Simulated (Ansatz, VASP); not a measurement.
## BAs in VASP and in Ansatz

File INCAR:

```
  ALGO = Normal
  EDIFF = 1E-6
  ENCUT = 500
  GGA = RE
  GGA_COMPAT = F
  ISIF = 2
  ISMEAR = 0
  IVDW = 12
  LASPH = T
  LCHARG = F
  LREAL = F
  LWAVE = F
  NBANDS = 11
  NELM = 120
  PREC = Accurate
  SIGMA = 0.05
```

File KPOINTS:

```
k-points
0
Gamma
  8 8 8
```

File POSCAR:

```
BAs
1.0
    0.0000000000      2.3391462389      2.3391462389
    2.3391462389      0.0000000000      2.3391462389
    2.3391462389      2.3391462389      0.0000000000
B As
1 1
Direct
    0.0000000000      0.0000000000      0.0000000000
    0.7500000000      0.7500000000      0.7500000000
```

Input for Ansatz:

```yaml
crystal:
  lattice:
    - [0.0, 2.3391462389, 2.3391462389]
    - [2.3391462389, 0.0, 2.3391462389]
    - [2.3391462389, 2.3391462389, 0.0]
  atoms:
    - { symbol: B, position: [0.0, 0.0, 0.0] }
    - { symbol: As, position: [0.75, 0.75, 0.75] }
basis:
  ecutwfc: 420
  ecutrho_ratio: 4
kpoints:
  mp_grid: { grid: [8, 8, 8] }
hamiltonian:
  xc: revpbe
  dispersion: d3bj
scf:
  occupations: { method: gaussian, width: 0.05 }
output:
  forces: true
  stress: true
  eigenvalues: true
```

Alike in both runs: task single point; functional revPBE; dispersion D3(BJ); k mesh 8 × 8 × 8; occupations gaussian, width 0.05 eV; no spin polarisation.

```csv
,VASP,Ansatz
version,VASP 6.6.1,Ansatz 0.2.0
potentials or method,"VASP PAW PBE potentials, release 64 (B, As), cutoff 500 eV","scalar-relativistic, plane waves, PAW"
valence electrons in the cell,8,18
```

|  | VASP | Ansatz | Ansatz less VASP |
| --- | --- | --- | --- |
| gap on the k mesh at the Fermi level (eV) | 1.14 | 1.15 | +0.011 |
| least direct gap on the mesh (eV) | 3.35 | 3.36 | +0.007 |
| pressure (GPa) | 7.1 | 6.3 | -0.81 |

VASP's potentials were made for PBE, not for revPBE. VASP's potentials hold 8 valence electrons a cell and Ansatz's 18, so a difference there can come from the potentials and not from the codes.
